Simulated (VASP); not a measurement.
# HfZrGe4 (F-43m) in VASP: a series of runs

Runs on HfZrGe4. Level: PBE. Tasks: single point.

All numbers are computed with VASP 6.6.1; they aren't measurements. Logs are shortened: lines on timing, memory, paths and dates and some standing lists are left out, and cuts for length are marked.

## Step 1: The cell of the first run

The structure is cubic, space group F-43m (No. 216). The conventional cell has a = 7.531 Å, b = 7.531 Å, c = 7.531 Å, α = 90.00°, β = 90.00°, γ = 90.00°. Zr (site symmetry -43m) has 12 Ge at 3.12 Å and 4 Hf at 3.26 Å within 4.1 Å. Hf (site symmetry -43m) has 12 Ge at 3.12 Å and 4 Zr at 3.26 Å within 4.1 Å. Ge (site symmetry 3m) has 6 Ge at 2.66 Å and 3 Zr at 3.12 Å and 3 Hf at 3.12 Å within 3.5 Å.

## Step 2: Single point, PBE

Input file INCAR:

```
SYSTEM = HfZrGe4
PREC = Accurate
ENCUT = 520
EDIFF = 1E-6
ISMEAR = 0
SIGMA = 0.1
LREAL = .False.
LASPH = .True.
NELM = 100
ALGO = Normal
ISIF = 2
LWAVE = .False.
LCHARG = .False.
GGA = PE
NBANDS = 48
```

Input file KPOINTS:

```
regular mesh
0
Gamma
  4 4 4
  0 0 0
```

Input file POSCAR:

```
HfZrGe4
1.0
    0.0000000000      3.7653278900      3.7653278900
    3.7653278900      0.0000000000      3.7653278900
    3.7653278900      3.7653278900      0.0000000000
Zr Hf Ge
1 1 4
Direct
    0.2500000000      0.2500000000      0.2500000000
    0.0000000000      0.0000000000      0.0000000000
    0.6249476700      0.1251570000      0.6249476700
    0.6249476700      0.6249476700      0.6249476700
    0.1251570000      0.6249476700      0.6249476700
    0.6249476700      0.6249476700      0.1251570000
```

Potentials or basis: VASP PAW PBE potentials, release 64 (Zr_sv, Hf_pv, Ge_d).

Command:

```
$ cat potpaw_PBE.64/Zr_sv/POTCAR potpaw_PBE.64/Hf_pv/POTCAR potpaw_PBE.64/Ge_d/POTCAR > POTCAR
$ mpirun -np 1 vasp_std > vasp.out
```

OUTCAR:

```text
SYSTEM = HfZrGe4
   PREC = Accurate
   ENCUT = 520
   EDIFF = 1E-6
   ISMEAR = 0
   LREAL = .False.
   LASPH = .True.
   NELM = 100
   ISIF = 2
   GGA = PE

 ion  position               nearest neighbor table
   1  0.250  0.250  0.250-   3 3.12   5 3.12   5 3.12   6 3.12   3 3.12   6 3.12   4 3.12   4 3.12
                             4 3.12   3 3.12   5 3.12   6 3.12   2 3.26   2 3.26   2 3.26   2 3.26
   2  0.000  0.000  0.000-   3 3.12   5 3.12   6 3.12   4 3.12   4 3.12   4 3.12   3 3.12   5 3.12
                             5 3.12   6 3.12   3 3.12   6 3.12   1 3.26   1 3.26   1 3.26   1 3.26
   3  0.625  0.125  0.625-   4 2.66   5 2.66   6 2.66   5 2.66   6 2.66   4 2.66   1 3.12   1 3.12
                             1 3.12   2 3.12   2 3.12   2 3.12
   4  0.625  0.625  0.625-   3 2.66   5 2.66   6 2.66   5 2.66   3 2.66   6 2.66   1 3.12   1 3.12
                             1 3.12   2 3.12   2 3.12   2 3.12
   5  0.125  0.625  0.625-   3 2.66   4 2.66   6 2.66   3 2.66   6 2.66   4 2.66   1 3.12   1 3.12
                             1 3.12   2 3.12   2 3.12   2 3.12
   6  0.625  0.625  0.125-   3 2.66   4 2.66   5 2.66   3 2.66   5 2.66   4 2.66   1 3.12   1 3.12
                             1 3.12   2 3.12   2 3.12   2 3.12

  LATTYP: Found a face centered cubic cell.
 ALAT       =     7.5306557800

  Lattice vectors:

 A1 = (   0.0000000000,   3.7653278900,   3.7653278900)
 A2 = (   3.7653278900,   0.0000000000,   3.7653278900)
 A3 = (   3.7653278900,   3.7653278900,   0.0000000000)

Analysis of symmetry for initial positions (statically):
=====================================================================
 Subroutine PRICEL returns:
 Original cell was already a primitive cell.

 Routine SETGRP: Setting up the symmetry group for a
 face centered cubic supercell.

 Subroutine GETGRP returns: Found 24 space group operations
 (whereof 24 operations were pure point group operations)
 out of a pool of 48 trial point group operations.

The static configuration has the point symmetry T_d .

Analysis of symmetry for dynamics (positions and initial velocities):
=====================================================================
 Subroutine PRICEL returns:
 Original cell was already a primitive cell.

 Routine SETGRP: Setting up the symmetry group for a
 face centered cubic supercell.

 Subroutine GETGRP returns: Found 24 space group operations
 (whereof 24 operations were pure point group operations)
 out of a pool of 48 trial point group operations.

The dynamic configuration has the point symmetry T_d .

 Subroutine INISYM returns: Found 24 space group operations
 (whereof 24 operations are pure point group operations),
 and found     1 'primitive' translations

----------------------------------------------------------------------------------------

                                     Primitive cell

  volume of cell :     106.7673

  direct lattice vectors                    reciprocal lattice vectors
     0.000000000  3.765327890  3.765327890    -0.132790560  0.132790560  0.132790560
     3.765327890  0.000000000  3.765327890     0.132790560 -0.132790560  0.132790560
     3.765327890  3.765327890  0.000000000     0.132790560  0.132790560 -0.132790560

  length of vectors
     5.324977769  5.324977769  5.324977769     0.229999997  0.229999997  0.229999997

  position of ions in fractional coordinates (direct lattice)
     0.250000000  0.250000000  0.250000000
     0.000000000  0.000000000  0.000000000
     0.624947670  0.125157000  0.624947670
     0.624947670  0.624947670  0.624947670
     0.125157000  0.624947670  0.624947670
     0.624947670  0.624947670  0.125157000

  ion indices of the primitive-cell ions
   primitive index   ion index
                 1           1
                 2           2
                 3           3
                 4           4
                 5           5
                 6           6

----------------------------------------------------------------------------------------

 KPOINTS: regular mesh

Automatic generation of k-mesh.
 Grid dimensions read from file:
 generate k-points for:    4    4    4

 Generating k-lattice:

  Cartesian coordinates                     Fractional coordinates (reciprocal lattice)
    -0.033197640  0.033197640  0.033197640     0.250000000  0.000000000  0.000000000
     0.033197640 -0.033197640  0.033197640     0.000000000  0.250000000  0.000000000
     0.033197640  0.033197640 -0.033197640     0.000000000  0.000000000  0.250000000

  Length of vectors
     0.057499999  0.057499999  0.057499999

  Shift w.r.t. Gamma in fractional coordinates (k-lattice)
     0.000000000  0.000000000  0.000000000

 Subroutine IBZKPT returns following result:
 ===========================================

 Found      8 irreducible k-points:

 Following reciprocal coordinates:
            Coordinates               Weight
  0.000000  0.000000  0.000000      1.000000
  0.250000  0.000000  0.000000      8.000000
  0.500000  0.000000  0.000000      4.000000
  0.250000  0.250000  0.000000      6.000000
  0.500000  0.250000  0.000000     24.000000
 -0.250000  0.250000  0.000000     12.000000
  0.500000  0.500000  0.000000      3.000000
 -0.250000  0.500000  0.250000      6.000000
   k-points           NKPTS =      8   k-points in BZ     NKDIM =      8   number of bands    NBANDS=     48
   number of dos      NEDOS =    301   number of ions     NIONS =      6
   total plane-waves  NPLWV =  64000
   dimension x,y,z NGX =    40 NGY =   40 NGZ =   40
   dimension x,y,z NGXF=    80 NGYF=   80 NGZF=   80
   ions per type =               1   1   4
   NGX,Y,Z   is equivalent  to a cutoff of  12.49, 12.49, 12.49 a.u.
   NGXF,Y,Z  is equivalent  to a cutoff of  24.98, 24.98, 24.98 a.u.
 SYSTEM =  HfZrGe4
   PREC   = accura    normal or accurate (medium, high low for compatibility)
   ISTART =      0    job   : 0-new  1-cont  2-samecut
   ICHARG =      2    charge: 1-file 2-atom 10-const
   ISPIN  =      1    spin polarized calculation?
   LNONCOLLINEAR =      F non collinear calculations
   LSORBIT =      F    spin-orbit coupling
   LASPH  =      T    aspherical Exc in radial PAW
   ENCUT  =  520.0 eV  38.22 Ry    6.18 a.u.   9.90  9.90  9.90*2*pi/ulx,y,z
   NELM   =    100;   NELMIN=  2; NELMDL= -5     # of ELM steps
   EDIFF  = 0.1E-05   stopping-criterion for ELM
   LREAL  =      F    real-space projection
[... 7 lines left out ...]
   TEBEG  =    0.0;   TEEND  =   0.0 temperature during run
   PSTRESS=    0.0 pullay stress
   NELECT =      78.0000    total number of electrons
   NUPDOWN=      -1.0000    fix difference up-down
   EMIN   =  10.00;   EMAX   =-10.00  energy-range for DOS
   EFERMI =   0.00;   METHOD = LEGACY
   ISMEAR =     0;   SIGMA  =   0.10  broadening in eV -4-tet -1-fermi 0-gaus
   EFERMI_NEDOS =   21; number of points for ismear=-14 and -15
   IALGO  =     38    algorithm
   IMIX   =      4    mixing-type and parameters
     AMIX     =   0.40;   BMIX     =  1.00
     AMIX_MAG =   1.60;   BMIX_MAG =  1.00
  volume/ion in A,a.u.               =      17.79       120.08
  Fermi-wavevector in a.u.,A,eV,Ry     =   1.474439  2.786286 29.578675  2.173971
  Thomas-Fermi vector in A             =   2.589210
   LORBIT       =      0    0 simple, 1 ext, 2 COOP (PROOUT), +10 PAW based schemes
   GGA     = PE    functional components
   LHFCALC =     F    Hartree Fock is set to
   AEXX    =    0.0000 exact exchange contribution
   IVDW    =     0    specifies the selected vdW correction
   LEPSILON=     F    determine dielectric tensor
   LRPA    =     F    only Hartree local field effects (RPA)
 non-spin polarized calculation
 Gauss-broadening in eV      SIGMA  =   0.10
  energy-cutoff  :      520.00
  volume of cell :      106.77
 maximum number of plane-waves:      2891
   NGX = 19   NGY = 19   NGZ = 19

 number of electron      78.0000051 magnetization

 Free energy of the ion-electron system (eV)
  ---------------------------------------------------
  ext. energy  EPLUGINS =         0.00000000
  ---------------------------------------------------
  free energy    TOTEN  =       -35.93357536 eV

  energy without entropy =      -35.89493797  energy(sigma->0) =      -35.91425666

 E-fermi :   8.5624     XC(G=0): -11.8769

 val. band max:        8.5267196796   @ k =   0.5000   0.2500   0.0000
 cond. band min:       8.5723138066   @ k =  -0.2500   0.2500   0.0000
 fundamental gap:      0.0455941270
 Fermi energy:         8.5623532067

 k-point     1 :       0.0000    0.0000    0.0000
  band No.  band energies     occupation
      1     -40.6962      2.00000
      2     -22.7397      2.00000
      3     -22.7397      2.00000
      4     -22.7397      2.00000
      5     -18.7578      2.00000
      6     -18.7578      2.00000
[... 40 lines left out ...]
     47      12.9219      0.00000
     48      12.9219      0.00000

 k-point     2 :       0.2500    0.0000    0.0000
  band No.  band energies     occupation
      1     -40.6962      2.00000
      2     -22.7405      2.00000
      3     -22.7401      2.00000
      4     -22.7401      2.00000
      5     -18.7601      2.00000
      6     -18.7568      2.00000
[... 40 lines left out ...]
     47      12.9270      0.00000
     48      12.9271      0.00000

 k-point     3 :       0.5000    0.0000    0.0000
  band No.  band energies     occupation
      1     -40.6961      2.00000
      2     -22.7415      2.00000
      3     -22.7406      2.00000
      4     -22.7406      2.00000
      5     -18.7618      2.00000
      6     -18.7559      2.00000
[... 244 lines left out ...]
     47      12.0035      0.00000
     48      12.0036      0.00000

 k-point     8 :      -0.2500    0.5000    0.2500
  band No.  band energies     occupation
      1     -40.6961      2.00000
      2     -22.7433      2.00000
      3     -22.7423      2.00000
      4     -22.7383      2.00000
      5     -18.7619      2.00000
      6     -18.7566      2.00000
[... 40 lines left out ...]
     47      11.4472      0.00000
     48      12.2990      0.00000

------------------------ aborting loop because EDIFF is reached ----------------------------------------

  FORCE on cell =-STRESS in cart. coord.  units (eV):
  Direction    XX          YY          ZZ          XY          YZ          ZX
  --------------------------------------------------------------------------------------
  -------------------------------------------------------------------------------------
  Total        3.3515131      3.3515131      3.3515131      0.0000000      0.0000000      0.0000000
  in kB       50.2936441     50.2936441     50.2936441      0.0000000      0.0000000      0.0000000
  external PRESSURE =      50.2936441 kB  Pullay stress =       0.0000000 kB

 VOLUME and BASIS-vectors are now :
 -----------------------------------------------------------------------------
  energy-cutoff  :      520.00
  volume of cell :      106.77
      direct lattice vectors                 reciprocal lattice vectors
     0.000000000  3.765327890  3.765327890    -0.132790560  0.132790560  0.132790560
     3.765327890  0.000000000  3.765327890     0.132790560 -0.132790560  0.132790560
     3.765327890  3.765327890  0.000000000     0.132790560  0.132790560 -0.132790560

 POSITION                                       TOTAL-FORCE (eV/Angst)
 -----------------------------------------------------------------------------------
      1.88266      1.88266      1.88266         0.000000      0.000000      0.000000
      0.00000      0.00000      0.00000         0.000000      0.000000      0.000000
      2.82439      4.70627      2.82439        -0.046571      0.046571     -0.046571
      4.70627      4.70627      4.70627         0.046571      0.046571      0.046571
      4.70627      2.82439      2.82439         0.046571     -0.046571     -0.046571
      2.82439      2.82439      4.70627        -0.046571     -0.046571      0.046571
 -----------------------------------------------------------------------------------
    total drift:                               -0.000037     -0.000037     -0.000037

  FREE ENERGIE OF THE ION-ELECTRON SYSTEM (eV)
  ---------------------------------------------------
  free  energy   TOTEN  =       -35.9335753612 eV

  energy  without entropy=      -35.8949379685  energy(sigma->0) =      -35.91425666
```

Run time: 32 s. Hardware: 1 thread of Intel Xeon 6975P-C (Granite Rapids), shared host; peak memory 0.25 GiB.

Results:

* Free energy: -35.9336 eV
* Pressure: 5.0 GPa
* Largest force: 0.081 eV/Å
* Band gap on the k mesh: zero (band 39 reaches 9.22 eV, above the bottom of band 40 at 7.99 eV)

Forces on the atoms (eV/Å):
```
Zr   0.000  0.000  0.000
Hf   0.000  0.000  0.000
Ge  -0.047  0.047 -0.047
Ge   0.047  0.047  0.047
Ge   0.047 -0.047 -0.047
Ge  -0.047 -0.047  0.047
```

Caveat: the k points lie up to 0.36 Å⁻¹ apart; spin-orbit coupling is left out, which moves the levels of the heavy elements.

## Step 3: Single point, PBE

This run uses another cell than the first one, of 18.85 Å³/atom, 1.059 times its volume.

Changes to INCAR since step 2:

```diff
@@ -3,3 +3,3 @@
 ENCUT = 520
-EDIFF = 1E-6
+EDIFF = 1E-7
 ISMEAR = 0
```

KPOINTS is that of step 2.

Input file POSCAR:

```
HfZrGe4
1.0
    0.0000000000      3.8382590465      3.8382590465
    3.8382590465      0.0000000000      3.8382590465
    3.8382590465      3.8382590465      0.0000000000
Zr Hf Ge
1 1 4
Direct
    0.2500000000      0.2500000000      0.2500000000
    0.0000000000      0.0000000000      0.0000000000
    0.6253223142      0.1240330573      0.6253223142
    0.6253223142      0.6253223142      0.6253223142
    0.1240330573      0.6253223142      0.6253223142
    0.6253223142      0.6253223142      0.1240330573
```

Potentials or basis: VASP PAW PBE potentials, release 64 (Zr_sv, Hf_pv, Ge_d).

Command:

```
$ cat potpaw_PBE.64/Zr_sv/POTCAR potpaw_PBE.64/Hf_pv/POTCAR potpaw_PBE.64/Ge_d/POTCAR > POTCAR
$ mpirun -np 1 vasp_std > vasp.out
```

OUTCAR:

```text
SYSTEM = HfZrGe4
   PREC = Accurate
   ENCUT = 520
   EDIFF = 1E-7
   ISMEAR = 0
   LREAL = .False.
   LASPH = .True.
   NELM = 100
   ISIF = 2
   GGA = PE

 ion  position               nearest neighbor table
   1  0.250  0.250  0.250-   3 3.18   5 3.18   6 3.18   4 3.18   4 3.18   4 3.18   3 3.18   5 3.18
                             6 3.18   3 3.18   5 3.18   6 3.18   2 3.32   2 3.32   2 3.32   2 3.32
   2  0.000  0.000  0.000-   3 3.18   6 3.18   5 3.18   6 3.18   3 3.18   5 3.18   4 3.18   4 3.18
                             4 3.18   3 3.18   5 3.18   6 3.18   1 3.32   1 3.32   1 3.32   1 3.32
   3  0.625  0.124  0.625-   4 2.71   5 2.71   6 2.71   6 2.72   4 2.72   5 2.72   2 3.18   2 3.18
                             2 3.18   1 3.18   1 3.18   1 3.18
   4  0.625  0.625  0.625-   3 2.71   5 2.71   6 2.71   6 2.72   3 2.72   5 2.72   2 3.18   2 3.18
                             2 3.18   1 3.18   1 3.18   1 3.18
   5  0.124  0.625  0.625-   3 2.71   4 2.71   6 2.71   4 2.72   6 2.72   3 2.72   2 3.18   2 3.18
                             2 3.18   1 3.18   1 3.18   1 3.18
   6  0.625  0.625  0.124-   3 2.71   4 2.71   5 2.71   4 2.72   3 2.72   5 2.72   2 3.18   2 3.18
                             2 3.18   1 3.18   1 3.18   1 3.18

  LATTYP: Found a face centered cubic cell.
 ALAT       =     7.6765180930

  Lattice vectors:

[... 177 lines left out ...]
  band No.  band energies     occupation
      1     -41.5232      2.00000
      2     -23.5684      2.00000
      3     -23.5684      2.00000
      4     -23.5684      2.00000
      5     -19.5522      2.00000
      6     -19.5522      2.00000
[... 397 lines left out ...]
     47      10.6763      0.00000
     48      11.3567      0.00000

------------------------ aborting loop because EDIFF is reached ----------------------------------------

  FORCE on cell =-STRESS in cart. coord.  units (eV):
  Direction    XX          YY          ZZ          XY          YZ          ZX
  --------------------------------------------------------------------------------------
  -------------------------------------------------------------------------------------
  Total       -0.0737627     -0.0737627     -0.0737627      0.0000000      0.0000000      0.0000000
  in kB       -1.0449961     -1.0449961     -1.0449961      0.0000000      0.0000000      0.0000000
  external PRESSURE =      -1.0449961 kB  Pullay stress =       0.0000000 kB

 VOLUME and BASIS-vectors are now :
 -----------------------------------------------------------------------------
  energy-cutoff  :      520.00
  volume of cell :      113.09
      direct lattice vectors                 reciprocal lattice vectors
     0.000000000  3.838259047  3.838259047    -0.130267393  0.130267393  0.130267393
     3.838259047  0.000000000  3.838259047     0.130267393 -0.130267393  0.130267393
     3.838259047  3.838259047  0.000000000     0.130267393  0.130267393 -0.130267393

 POSITION                                       TOTAL-FORCE (eV/Angst)
 -----------------------------------------------------------------------------------
      1.91913      1.91913      1.91913        -0.000000     -0.000000     -0.000000
      0.00000      0.00000      0.00000        -0.000000     -0.000000     -0.000000
      2.87622      4.80030      2.87622        -0.018789      0.018789     -0.018789
      4.80030      4.80030      4.80030         0.018789      0.018789      0.018789
      4.80030      2.87622      2.87622         0.018789     -0.018789     -0.018789
      2.87622      2.87622      4.80030        -0.018789     -0.018789      0.018789
 -----------------------------------------------------------------------------------
    total drift:                                0.000000      0.000000      0.000001

  FREE ENERGIE OF THE ION-ELECTRON SYSTEM (eV)
  ---------------------------------------------------
  free  energy   TOTEN  =       -36.0314759424 eV

  energy  without entropy=      -35.9938079439  energy(sigma->0) =      -36.01264194
```

Wall time 38 s (1 thread of Intel Xeon 6975P-C (Granite Rapids), shared host); peak memory 0.26 GiB.

What came out:

| Item | Value |
| --- | --- |
| Free energy | -36.0315 eV |
| Pressure | -0.1 GPa |
| Largest force | 0.033 eV/Å |
| Band gap on the k mesh | zero (band 39 reaches 8.45 eV, above the bottom of band 40 at 7.43 eV) |

Forces on the atoms (eV/Å):
```
Zr   0.000  0.000  0.000
Hf   0.000  0.000  0.000
Ge  -0.019  0.019 -0.019
Ge   0.019  0.019  0.019
Ge   0.019 -0.019 -0.019
Ge  -0.019 -0.019  0.019
```

Caveat: spin-orbit coupling is left out, which moves the levels of the heavy elements.

(Part 1 of 2 ends here.)
